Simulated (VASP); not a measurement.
# MgO (Fm-3m) in VASP: single point with PBEsol

Aim: the single point of MgO with PBEsol.

Program: VASP 6.6.1. These are calculated values, not measurements. Logs are shortened: lines on timing, memory, paths and dates and some standing lists are left out, and cuts for length are marked.

## 1. The cell of the first run

The structure is cubic, space group Fm-3m (No. 225). Conventional cell: a = 4.194 Å, b = 4.194 Å, c = 4.194 Å, α = 90.00°, β = 90.00°, γ = 90.00°. Mg (site symmetry m-3m) has 6 O at 2.10 Å within 2.8 Å. O (site symmetry m-3m) has 6 Mg at 2.10 Å within 2.8 Å.

## 2. Single point, PBEsol

Contents of INCAR:

```
  ALGO = Normal
  EDIFF = 1E-7
  ENCUT = 520
  GGA = PS
  ISIF = 2
  ISMEAR = 0
  LASPH = True
  LCHARG = True
  LELF = True
  LREAL = False
  LVHAR = True
  LWAVE = False
  NBANDS = 11
  NELM = 100
  PREC = Accurate
  SIGMA = 0.1
```

Contents of KPOINTS:

```
k-points
0
Gamma
  8 8 8
```

Contents of POSCAR:

```
MgO
1.0
    0.0000000000      2.0970013927      2.0970013927
    2.0970013927      0.0000000000      2.0970013927
    2.0970013927      2.0970013927      0.0000000000
Mg O
1 1
Direct
    0.0000000000      0.0000000000      0.0000000000
    0.5000000000      0.5000000000      0.5000000000
```

Potentials or basis: VASP PAW PBE potentials, release 64 (Mg, O).

The run is started by

```sh
$ cat potpaw_PBE.64/Mg/POTCAR potpaw_PBE.64/O/POTCAR > POTCAR
$ mpirun -np 1 vasp_std > vasp.out
```

OUTCAR:

```text
EDIFF = 1E-7
   ENCUT = 520
   GGA = PS
   ISIF = 2
   ISMEAR = 0
   LASPH = True
   LREAL = False
   NELM = 100
   PREC = Accurate

 ion  position               nearest neighbor table
   1  0.000  0.000  0.000-   2 2.10   2 2.10   2 2.10   2 2.10   2 2.10   2 2.10
   2  0.500  0.500  0.500-   1 2.10   1 2.10   1 2.10   1 2.10   1 2.10   1 2.10

  LATTYP: Found a face centered cubic cell.
 ALAT       =     4.1940027854

  Lattice vectors:

 A1 = (   0.0000000000,   2.0970013927,   2.0970013927)
 A2 = (   2.0970013927,   0.0000000000,   2.0970013927)
 A3 = (   2.0970013927,   2.0970013927,   0.0000000000)

Analysis of symmetry for initial positions (statically):
=====================================================================
 Subroutine PRICEL returns:
 Original cell was already a primitive cell.

 Routine SETGRP: Setting up the symmetry group for a
 face centered cubic supercell.

 Subroutine GETGRP returns: Found 48 space group operations
 (whereof 48 operations were pure point group operations)
 out of a pool of 48 trial point group operations.

The static configuration has the point symmetry O_h .

Analysis of symmetry for dynamics (positions and initial velocities):
=====================================================================
 Subroutine PRICEL returns:
 Original cell was already a primitive cell.

 Routine SETGRP: Setting up the symmetry group for a
 face centered cubic supercell.

 Subroutine GETGRP returns: Found 48 space group operations
 (whereof 48 operations were pure point group operations)
 out of a pool of 48 trial point group operations.

The dynamic configuration has the point symmetry O_h .

 Subroutine INISYM returns: Found 48 space group operations
 (whereof 48 operations are pure point group operations),
 and found     1 'primitive' translations

----------------------------------------------------------------------------------------

                                     Primitive cell

  volume of cell :      18.4428

  direct lattice vectors                    reciprocal lattice vectors
     0.000000000  2.097001393  2.097001393    -0.238435702  0.238435702  0.238435702
     2.097001393  0.000000000  2.097001393     0.238435702 -0.238435702  0.238435702
     2.097001393  2.097001393  0.000000000     0.238435702  0.238435702 -0.238435702

  length of vectors
     2.965607810  2.965607810  2.965607810     0.412982751  0.412982751  0.412982751

  position of ions in fractional coordinates (direct lattice)
     0.000000000  0.000000000  0.000000000
     0.500000000  0.500000000  0.500000000

  ion indices of the primitive-cell ions
   primitive index   ion index
                 1           1
                 2           2

----------------------------------------------------------------------------------------

 KPOINTS: k-points

Automatic generation of k-mesh.
 Grid dimensions read from file:
 generate k-points for:    8    8    8

 Generating k-lattice:

  Cartesian coordinates                     Fractional coordinates (reciprocal lattice)
    -0.029804463  0.029804463  0.029804463     0.125000000  0.000000000  0.000000000
     0.029804463 -0.029804463  0.029804463     0.000000000  0.125000000  0.000000000
     0.029804463  0.029804463 -0.029804463     0.000000000  0.000000000  0.125000000

  Length of vectors
     0.051622844  0.051622844  0.051622844

  Shift w.r.t. Gamma in fractional coordinates (k-lattice)
     0.000000000  0.000000000  0.000000000

 Subroutine IBZKPT returns following result:
 ===========================================

 Found     29 irreducible k-points:

 Following reciprocal coordinates:
            Coordinates               Weight
  0.000000  0.000000  0.000000      1.000000
  0.125000  0.000000  0.000000      8.000000
  0.250000  0.000000  0.000000      8.000000
  0.375000  0.000000  0.000000      8.000000
  0.500000  0.000000  0.000000      4.000000
  0.125000  0.125000  0.000000      6.000000
[... 16 lines left out ...]
  0.500000  0.250000  0.125000     48.000000
 -0.375000  0.250000  0.125000     24.000000
 [... further k-points ...]
   k-points           NKPTS =     29   k-points in BZ     NKDIM =     29   number of bands    NBANDS=     11
   number of dos      NEDOS =    301   number of ions     NIONS =      2
   total plane-waves  NPLWV =  13824
   dimension x,y,z NGX =    24 NGY =   24 NGZ =   24
   dimension x,y,z NGXF=    48 NGYF=   48 NGZF=   48
   ions per type =               1   1
   NGX,Y,Z   is equivalent  to a cutoff of  13.45, 13.45, 13.45 a.u.
   NGXF,Y,Z  is equivalent  to a cutoff of  26.91, 26.91, 26.91 a.u.
 SYSTEM =  unknown system
   PREC   = accura    normal or accurate (medium, high low for compatibility)
   ISTART =      0    job   : 0-new  1-cont  2-samecut
   ICHARG =      2    charge: 1-file 2-atom 10-const
   ISPIN  =      1    spin polarized calculation?
   LNONCOLLINEAR =      F non collinear calculations
   LSORBIT =      F    spin-orbit coupling
   LASPH  =      T    aspherical Exc in radial PAW
   ENCUT  =  520.0 eV  38.22 Ry    6.18 a.u.   5.51  5.51  5.51*2*pi/ulx,y,z
   NELM   =    100;   NELMIN=  2; NELMDL= -5     # of ELM steps
   EDIFF  = 0.1E-06   stopping-criterion for ELM
   LREAL  =      F    real-space projection
   EDIFFG = 0.1E-05   stopping-criterion for IOM
   NSW    =      0    number of steps for IOM
   IBRION =     -1    ionic relax: 0-MD 1-quasi-New 2-CG
   NFREE  =      0    steps in history (QN), initial steepest desc. (CG)
   ISIF   =      2    stress and relaxation
   ISYM   =      2    0-nonsym 1-usesym 2-fastsym
   POTIM  = 0.5000    time-step for ionic-motion
   TEBEG  =    0.0;   TEEND  =   0.0 temperature during run
   PSTRESS=    0.0 pullay stress
   NELECT =       8.0000    total number of electrons
   NUPDOWN=      -1.0000    fix difference up-down
   EMIN   =  10.00;   EMAX   =-10.00  energy-range for DOS
   EFERMI =   0.00;   METHOD = LEGACY
   ISMEAR =     0;   SIGMA  =   0.10  broadening in eV -4-tet -1-fermi 0-gaus
   EFERMI_NEDOS =   21; number of points for ismear=-14 and -15
   IALGO  =     38    algorithm
   IMIX   =      4    mixing-type and parameters
     AMIX     =   0.40;   BMIX     =  1.00
     AMIX_MAG =   1.60;   BMIX_MAG =  1.00
  volume/ion in A,a.u.               =       9.22        62.23
  Fermi-wavevector in a.u.,A,eV,Ry     =   1.239261  2.341864 20.895389  1.535768
  Thomas-Fermi vector in A             =   2.373752
   LORBIT       =      0    0 simple, 1 ext, 2 COOP (PROOUT), +10 PAW based schemes
   GGA     = PS    functional components
   LHFCALC =     F    Hartree Fock is set to
   AEXX    =    0.0000 exact exchange contribution
   IVDW    =     0    specifies the selected vdW correction
   LEPSILON=     F    determine dielectric tensor
   LRPA    =     F    only Hartree local field effects (RPA)
 non-spin polarized calculation
 Gauss-broadening in eV      SIGMA  =   0.10
  energy-cutoff  :      520.00
  volume of cell :       18.44
 maximum number of plane-waves:       531
 NGX is ok and might be reduce to    24
   NGX = 11   NGY = 11   NGZ = 11

 number of electron       8.0000004 magnetization

 Free energy of the ion-electron system (eV)
  ---------------------------------------------------
  ext. energy  EPLUGINS =         0.00000000
  ---------------------------------------------------
  free energy    TOTEN  =       -12.51098933 eV

  energy without entropy =      -12.51098933  energy(sigma->0) =      -12.51098933

 E-fermi :   3.7111     XC(G=0): -11.3729

 val. band max:        3.1647054164   @ k =   0.0000   0.0000   0.0000
 cond. band min:       7.9244934260   @ k =   0.0000   0.0000   0.0000
 fundamental gap:      4.7597880096
 Fermi energy:         3.7110593250

 k-point     1 :       0.0000    0.0000    0.0000
  band No.  band energies     occupation
      1     -14.1087      2.00000
      2       3.1647      2.00000
      3       3.1647      2.00000
      4       3.1647      2.00000
      5       7.9245      0.00000
      6      18.8680      0.00000
      7      18.8680      0.00000
      8      18.8680      0.00000
      9      22.7447      0.00000
     10      24.6435      0.00000
     11      24.6435      0.00000

 k-point     2 :       0.1250    0.0000    0.0000
  band No.  band energies     occupation
      1     -13.9383      2.00000
      2       2.1896      2.00000
      3       3.0575      2.00000
      4       3.0575      2.00000
      5       8.8435      0.00000
      6      17.1722      0.00000
      7      19.2372      0.00000
      8      19.2372      0.00000
      9      23.7008      0.00000
     10      23.7008      0.00000
     11      24.9872      0.00000

 k-point     3 :       0.2500    0.0000    0.0000
  band No.  band energies     occupation
      1     -13.4947      2.00000
      2       0.4440      2.00000
      3       2.8108      2.00000
      4       2.8108      2.00000
      5      10.2706      0.00000
      6      15.6591      0.00000
      7      19.7708      0.00000
      8      19.7708      0.00000
      9      23.3002      0.00000
     10      23.3002      0.00000
     11      25.2387      0.00000

 k-point     4 :       0.3750    0.0000    0.0000
  band No.  band energies     occupation
      1     -12.9917      2.00000
      2      -1.0050      2.00000
      3       2.5790      2.00000
      4       2.5790      2.00000
      5      10.9226      0.00000
      6      15.5465      0.00000
      7      19.6335      0.00000
      8      19.6335      0.00000
      9      24.4448      0.00000
     10      24.6044      0.00000
     11      24.6044      0.00000
[... 239 lines left out ...]
 k-point    22 :       0.3750    0.2500    0.1250
  band No.  band energies     occupation
      1     -13.1764      2.00000
      2       0.0767      2.00000
      3       1.9749      2.00000
      4       2.5283      2.00000
      5      11.6955      0.00000
      6      14.5250      0.00000
      7      18.2709      0.00000
      8      20.7278      0.00000
      9      21.2410      0.00000
     10      25.6139      0.00000
     11      29.0679      0.00000

 k-point    23 :       0.5000    0.2500    0.1250
  band No.  band energies     occupation
      1     -12.7799      2.00000
      2      -0.6383      2.00000
      3       1.3809      2.00000
      4       2.2684      2.00000
      5      12.6464      0.00000
      6      14.7634      0.00000
      7      17.1165      0.00000
      8      20.3370      0.00000
      9      22.8373      0.00000
     10      25.5894      0.00000
     11      29.2654      0.00000

 k-point    24 :      -0.3750    0.2500    0.1250
  band No.  band energies     occupation
      1     -12.6026      2.00000
      2      -0.9445      2.00000
      3       1.1674      2.00000
      4       2.1459      2.00000
      5      12.7859      0.00000
      6      15.3657      0.00000
      7      16.6825      0.00000
      8      20.0927      0.00000
      9      23.6919      0.00000
     10      25.2635      0.00000
     11      29.3934      0.00000

 [... further k-points ...]

------------------------ aborting loop because EDIFF is reached ----------------------------------------

  FORCE on cell =-STRESS in cart. coord.  units (eV):
  Direction    XX          YY          ZZ          XY          YZ          ZX
  --------------------------------------------------------------------------------------
  -------------------------------------------------------------------------------------
  Total        0.2134340      0.2134340      0.2134340     -0.0000000      0.0000000      0.0000000
  in kB       18.5416382     18.5416382     18.5416382     -0.0000000      0.0000000      0.0000000
  external PRESSURE =      18.5416382 kB  Pullay stress =       0.0000000 kB

 VOLUME and BASIS-vectors are now :
 -----------------------------------------------------------------------------
  energy-cutoff  :      520.00
  volume of cell :       18.44
      direct lattice vectors                 reciprocal lattice vectors
     0.000000000  2.097001393  2.097001393    -0.238435702  0.238435702  0.238435702
     2.097001393  0.000000000  2.097001393     0.238435702 -0.238435702  0.238435702
     2.097001393  2.097001393  0.000000000     0.238435702  0.238435702 -0.238435702

 POSITION                                       TOTAL-FORCE (eV/Angst)
 -----------------------------------------------------------------------------------
      0.00000      0.00000      0.00000        -0.000000      0.000000      0.000000
      2.09700      2.09700      2.09700         0.000000     -0.000000     -0.000000
 -----------------------------------------------------------------------------------
    total drift:                               -0.000000     -0.000000      0.000000

  FREE ENERGIE OF THE ION-ELECTRON SYSTEM (eV)
  ---------------------------------------------------
  free  energy   TOTEN  =       -12.5109893281 eV

  energy  without entropy=      -12.5109893281  energy(sigma->0) =      -12.51098933
```

Wall time 6.3 s (1 thread of Intel Xeon Platinum 8375C at 2.90GHz (Ice Lake), shared host); peak memory 0.14 GiB.

Results:

```yaml
Free_energy: -12.5110 eV
Pressure: 1.9 GPa
Band_gap_on_the_k_mesh: 4.76 eV, direct
```

Levels at points of the mesh, in eV from the valence-band top:
| k point | band 2 | band 3 | band 4 | band 5 | band 6 | band 7 |
| --- | --- | --- | --- | --- | --- | --- |
| (0.00, 0.00, 0.00) | 0.00 | 0.00 | 0.00 | 4.76 | 15.70 | 15.70 |
| (0.50, 0.00, 0.00) | -4.74 | -0.68 | -0.68 | 7.83 | 12.65 | 16.31 |
| (0.50, 0.50, 0.00) | -4.20 | -1.38 | -1.38 | 8.93 | 10.02 | 13.11 |

Caveat: the PAW data sets were made with another functional, which shifts forces and pressure a little.
